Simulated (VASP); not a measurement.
# Cl (Pm-3n) in VASP: single point with PBEsol

Aim: the single point of Cl with PBEsol.

All numbers are computed with VASP 6.6.1; they aren't measurements. Logs are shortened: lines on timing, memory, paths and dates and some standing lists are left out, and cuts for length are marked.

### 1 The cell of the first run

It takes space group Pm-3n (No. 223, cubic). Conventional cell: a = 5.326 Å, b = 5.326 Å, c = 5.326 Å, α = 90.00°, β = 90.00°, γ = 90.00°. Within 3.9 Å of Cl (site symmetry m-3) lie 12 Cl at 2.98 Å. Cl (site symmetry -4m2) has 14 Cl at 2.66 to 3.26 Å within 3.5 Å.

### 2 Single point, PBEsol

File INCAR:

```
ALGO = Normal ; EDIFF = 1E-6
ENCUT = 500 ; GGA = PS
GGA_COMPAT = F ; ISIF = 2
ISMEAR = 0 ; LASPH = T
LCHARG = T ; LELF = T
LREAL = F ; LVHAR = T
LWAVE = F ; NBANDS = 38
NELM = 120 ; PREC = Accurate
SIGMA = 0.1
```

File KPOINTS:

```
k-points
0
Gamma
  4 4 4
```

File POSCAR:

```
Cl
1.0
    5.3259346082      0.0000000000      0.0000000000
    0.0000000000      5.3259346082      0.0000000000
    0.0000000000      0.0000000000      5.3259346082
Cl
8
Direct
    0.5000000000      0.5000000000      0.5000000000
    0.0000000000      0.0000000000      0.0000000000
    0.2500000000      0.0000000000      0.5000000000
    0.5000000000      0.2500000000      0.0000000000
    0.5000000000      0.7500000000      0.0000000000
    0.7500000000      0.0000000000      0.5000000000
    0.0000000000      0.5000000000      0.7500000000
    0.0000000000      0.5000000000      0.2500000000
```

Potentials or basis: VASP PAW PBE potentials, release 64 (Cl).

The run is started by

```sh
$ cat potpaw_PBE.64/Cl/POTCAR > POTCAR
$ mpirun -np 1 vasp_std > vasp.out
```

OUTCAR:

```text
EDIFF = 1E-6
   ENCUT = 500
   GGA = PS
   ISIF = 2
   ISMEAR = 0
   LASPH = T
   LREAL = F
   NELM = 120
   PREC = Accurate

 ion  position               nearest neighbor table
   1  0.500  0.500  0.500-
   2  0.000  0.000  0.000-
   3  0.250  0.000  0.500-   6 2.66   6 2.66
   4  0.500  0.250  0.000-   5 2.66   5 2.66
   5  0.500  0.750  0.000-   4 2.66   4 2.66
   6  0.750  0.000  0.500-   3 2.66   3 2.66
   7  0.000  0.500  0.750-   8 2.66   8 2.66
   8  0.000  0.500  0.250-   7 2.66   7 2.66

  LATTYP: Found a simple cubic cell.
 ALAT       =     5.3259346082

  Lattice vectors:

 A1 = (   5.3259346082,   0.0000000000,   0.0000000000)
 A2 = (   0.0000000000,   5.3259346082,   0.0000000000)
 A3 = (   0.0000000000,   0.0000000000,   5.3259346082)

Analysis of symmetry for initial positions (statically):
=====================================================================
 Subroutine PRICEL returns:
 Original cell was already a primitive cell.

 Routine SETGRP: Setting up the symmetry group for a
 simple cubic supercell.

 Subroutine GETGRP returns: Found 48 space group operations
 (whereof 24 operations were pure point group operations)
 out of a pool of 48 trial point group operations.

The static configuration has the point symmetry T_h .
 The point group associated with its full space group is O_h .

Analysis of symmetry for dynamics (positions and initial velocities):
=====================================================================
 Subroutine PRICEL returns:
 Original cell was already a primitive cell.

 Routine SETGRP: Setting up the symmetry group for a
 simple cubic supercell.

 Subroutine GETGRP returns: Found 48 space group operations
 (whereof 24 operations were pure point group operations)
 out of a pool of 48 trial point group operations.

The dynamic configuration has the point symmetry T_h .
 The point group associated with its full space group is O_h .

 Subroutine INISYM returns: Found 48 space group operations
 (whereof 24 operations are pure point group operations),
 and found     1 'primitive' translations

----------------------------------------------------------------------------------------

                                     Primitive cell

  volume of cell :     151.0732

  direct lattice vectors                    reciprocal lattice vectors
     5.325934608  0.000000000  0.000000000     0.187760473  0.000000000  0.000000000
     0.000000000  5.325934608  0.000000000     0.000000000  0.187760473  0.000000000
     0.000000000  0.000000000  5.325934608     0.000000000  0.000000000  0.187760473

  length of vectors
     5.325934608  5.325934608  5.325934608     0.187760473  0.187760473  0.187760473

  position of ions in fractional coordinates (direct lattice)
     0.500000000  0.500000000  0.500000000
     0.000000000  0.000000000  0.000000000
     0.250000000  0.000000000  0.500000000
     0.500000000  0.250000000  0.000000000
     0.500000000  0.750000000  0.000000000
     0.750000000  0.000000000  0.500000000
     0.000000000  0.500000000  0.750000000
     0.000000000  0.500000000  0.250000000

  ion indices of the primitive-cell ions
   primitive index   ion index
                 1           1
                 2           2
                 3           3
                 4           4
                 5           5
                 6           6
                 7           7
                 8           8

----------------------------------------------------------------------------------------

 KPOINTS: k-points

Automatic generation of k-mesh.
 Grid dimensions read from file:
 generate k-points for:    4    4    4

 Generating k-lattice:

  Cartesian coordinates                     Fractional coordinates (reciprocal lattice)
     0.046940118  0.000000000  0.000000000     0.250000000  0.000000000  0.000000000
     0.000000000  0.046940118  0.000000000     0.000000000  0.250000000  0.000000000
     0.000000000  0.000000000  0.046940118     0.000000000  0.000000000  0.250000000

  Length of vectors
     0.046940118  0.046940118  0.046940118

  Shift w.r.t. Gamma in fractional coordinates (k-lattice)
     0.000000000  0.000000000  0.000000000

 Subroutine IBZKPT returns following result:
 ===========================================

 Found     10 irreducible k-points:

 Following reciprocal coordinates:
            Coordinates               Weight
  0.000000  0.000000  0.000000      1.000000
  0.250000  0.000000  0.000000      6.000000
  0.500000  0.000000  0.000000      3.000000
  0.250000  0.250000  0.000000     12.000000
  0.500000  0.250000  0.000000     12.000000
  0.500000  0.500000  0.000000      3.000000
  0.250000  0.250000  0.250000      8.000000
  0.500000  0.250000  0.250000     12.000000
  0.500000  0.500000  0.250000      6.000000
  0.500000  0.500000  0.500000      1.000000
   k-points           NKPTS =     10   k-points in BZ     NKDIM =     10   number of bands    NBANDS=     38
   number of dos      NEDOS =    301   number of ions     NIONS =      8
   total plane-waves  NPLWV =  64000
   dimension x,y,z NGX =    40 NGY =   40 NGZ =   40
   dimension x,y,z NGXF=    80 NGYF=   80 NGZF=   80
   ions per type =               8
   NGX,Y,Z   is equivalent  to a cutoff of  12.49, 12.49, 12.49 a.u.
   NGXF,Y,Z  is equivalent  to a cutoff of  24.97, 24.97, 24.97 a.u.
 SYSTEM =  unknown system
   PREC   = accura    normal or accurate (medium, high low for compatibility)
   ISTART =      0    job   : 0-new  1-cont  2-samecut
   ICHARG =      2    charge: 1-file 2-atom 10-const
   ISPIN  =      1    spin polarized calculation?
   LNONCOLLINEAR =      F non collinear calculations
   LSORBIT =      F    spin-orbit coupling
   LASPH  =      T    aspherical Exc in radial PAW
   ENCUT  =  500.0 eV  36.75 Ry    6.06 a.u.   9.71  9.71  9.71*2*pi/ulx,y,z
   NELM   =    120;   NELMIN=  2; NELMDL= -5     # of ELM steps
   EDIFF  = 0.1E-05   stopping-criterion for ELM
   LREAL  =      F    real-space projection
   EDIFFG = 0.1E-04   stopping-criterion for IOM
   NSW    =      0    number of steps for IOM
   IBRION =     -1    ionic relax: 0-MD 1-quasi-New 2-CG
   NFREE  =      0    steps in history (QN), initial steepest desc. (CG)
   ISIF   =      2    stress and relaxation
   ISYM   =      2    0-nonsym 1-usesym 2-fastsym
   POTIM  = 0.5000    time-step for ionic-motion
   TEBEG  =    0.0;   TEEND  =   0.0 temperature during run
   PSTRESS=    0.0 pullay stress
   NELECT =      56.0000    total number of electrons
   NUPDOWN=      -1.0000    fix difference up-down
   EMIN   =  10.00;   EMAX   =-10.00  energy-range for DOS
   EFERMI =   0.00;   METHOD = LEGACY
   ISMEAR =     0;   SIGMA  =   0.10  broadening in eV -4-tet -1-fermi 0-gaus
   EFERMI_NEDOS =   21; number of points for ismear=-14 and -15
   IALGO  =     38    algorithm
   IMIX   =      4    mixing-type and parameters
     AMIX     =   0.40;   BMIX     =  1.00
     AMIX_MAG =   1.60;   BMIX_MAG =  1.00
  volume/ion in A,a.u.               =      18.88       127.44
  Fermi-wavevector in a.u.,A,eV,Ry     =   1.176003  2.222323 18.816619  1.382983
  Thomas-Fermi vector in A             =   2.312374
   LORBIT       =      0    0 simple, 1 ext, 2 COOP (PROOUT), +10 PAW based schemes
   GGA     = PS    functional components
   LHFCALC =     F    Hartree Fock is set to
   AEXX    =    0.0000 exact exchange contribution
   IVDW    =     0    specifies the selected vdW correction
   LEPSILON=     F    determine dielectric tensor
   LRPA    =     F    only Hartree local field effects (RPA)
 non-spin polarized calculation
 Gauss-broadening in eV      SIGMA  =   0.10
  energy-cutoff  :      500.00
  volume of cell :      151.07
 maximum number of plane-waves:      3887
 NGX is ok and might be reduce to    40
   NGX = 19   NGY = 19   NGZ = 19

 number of electron      55.9999978 magnetization

 Free energy of the ion-electron system (eV)
  ---------------------------------------------------
  ext. energy  EPLUGINS =         0.00000000
  ---------------------------------------------------
  free energy    TOTEN  =       -10.39327465 eV

  energy without entropy =      -10.35052848  energy(sigma->0) =      -10.37190157

 E-fermi :   3.0617     XC(G=0): -10.3536

 val. band max:        3.0465764177   @ k =   0.2500   0.2500   0.2500
 cond. band min:       3.1011121328   @ k =   0.5000   0.5000   0.2500
 fundamental gap:      0.0545357151
 Fermi energy:         3.0616677537

 k-point     1 :       0.0000    0.0000    0.0000
  band No.  band energies     occupation
      1     -13.1522      2.00000
      2     -11.4935      2.00000
      3     -11.4935      2.00000
      4     -10.9686      2.00000
      5     -10.1483      2.00000
      6     -10.1483      2.00000
[... 30 lines left out ...]
     37      13.1495      0.00000
     38      13.4064      0.00000

 k-point     2 :       0.2500    0.0000    0.0000
  band No.  band energies     occupation
      1     -12.9534      2.00000
      2     -11.7518      2.00000
      3     -11.3535      2.00000
      4     -11.0283      2.00000
      5     -10.2605      2.00000
      6     -10.2305      2.00000
[... 30 lines left out ...]
     37      13.4634      0.00000
     38      13.5173      0.00000

 k-point     3 :       0.5000    0.0000    0.0000
  band No.  band energies     occupation
      1     -12.4103      2.00000
      2     -12.4103      2.00000
      3     -11.0720      2.00000
      4     -11.0720      2.00000
      5     -10.4081      2.00000
      6     -10.4081      2.00000
[... 30 lines left out ...]
     37      13.7282      0.00000
[... 207 lines left out ...]
 k-point     9 :       0.5000    0.5000    0.2500
  band No.  band energies     occupation
      1     -11.7364      2.00000
      2     -11.5170      2.00000
      3     -11.5170      2.00000
      4     -11.4947      2.00000
      5     -10.8267      2.00000
      6     -10.6314      2.00000
[... 30 lines left out ...]
     37      13.7068      0.00000
     38      14.2431      0.00000

 k-point    10 :       0.5000    0.5000    0.5000
  band No.  band energies     occupation
      1     -11.1766      2.00000
      2     -11.1766      2.00000
      3     -11.1766      2.00000
      4     -11.1766      2.00000
      5     -11.1766      2.00000
      6     -11.1766      2.00000
[... 30 lines left out ...]
     37      13.3306      0.00000
     38      13.3306      0.00000

------------------------ aborting loop because EDIFF is reached ----------------------------------------

  FORCE on cell =-STRESS in cart. coord.  units (eV):
  Direction    XX          YY          ZZ          XY          YZ          ZX
  --------------------------------------------------------------------------------------
  -------------------------------------------------------------------------------------
  Total       -0.0424071     -0.0424071     -0.0424071     -0.0000000      0.0000000      0.0000000
  in kB       -0.4497400     -0.4497400     -0.4497400     -0.0000000      0.0000000      0.0000000
  external PRESSURE =      -0.4497400 kB  Pullay stress =       0.0000000 kB

 VOLUME and BASIS-vectors are now :
 -----------------------------------------------------------------------------
  energy-cutoff  :      500.00
  volume of cell :      151.07
      direct lattice vectors                 reciprocal lattice vectors
     5.325934608  0.000000000  0.000000000     0.187760473  0.000000000  0.000000000
     0.000000000  5.325934608  0.000000000     0.000000000  0.187760473  0.000000000
     0.000000000  0.000000000  5.325934608     0.000000000  0.000000000  0.187760473

 POSITION                                       TOTAL-FORCE (eV/Angst)
 -----------------------------------------------------------------------------------
      2.66297      2.66297      2.66297         0.000000      0.000000      0.000000
      0.00000      0.00000      0.00000         0.000000      0.000000      0.000000
      1.33148      0.00000      2.66297        -0.000000     -0.000000      0.000000
      2.66297      1.33148      0.00000        -0.000000      0.000000      0.000000
      2.66297      3.99445      0.00000         0.000000     -0.000000     -0.000000
      3.99445      0.00000      2.66297         0.000000     -0.000000     -0.000000
      0.00000      2.66297      3.99445         0.000000      0.000000     -0.000000
      0.00000      2.66297      1.33148         0.000000      0.000000      0.000000
 -----------------------------------------------------------------------------------
    total drift:                                0.000000     -0.000000      0.000000

  FREE ENERGIE OF THE ION-ELECTRON SYSTEM (eV)
  ---------------------------------------------------
  free  energy   TOTEN  =       -10.3932746548 eV

  energy  without entropy=      -10.3505284798  energy(sigma->0) =      -10.37190157
```

Run time: 90 s. Hardware: 1 thread of AMD EPYC 7R13, shared host; peak memory 0.2 GiB.

What came out:

| Quantity | Value |
| --- | --- |
| Free energy | -10.3933 eV |
| Pressure | 0.0 GPa |
| Band gap on the k mesh | zero (bands 28 and 29 overlap by 0.97 eV) |

Levels at points of the mesh, in eV from the Fermi level:
```
           k point  band 25  band 26  band 27  band 28  band 29  band 30  band 31  band 32
(0.00, 0.00, 0.00)    -0.33    -0.33     0.24     0.24     0.24     1.53     1.53     1.53
(0.50, 0.00, 0.00)    -0.61    -0.61     0.27     0.27     0.43     0.43     1.45     1.45
(0.50, 0.50, 0.00)    -0.54    -0.54    -0.50    -0.36    -0.32     0.44     0.44     1.35
(0.50, 0.50, 0.50)    -1.12    -1.12    -0.68    -0.68    -0.68    -0.68    -0.68    -0.68
```

Caveat: the PAW data sets were made with another functional, which shifts forces and pressure a little.
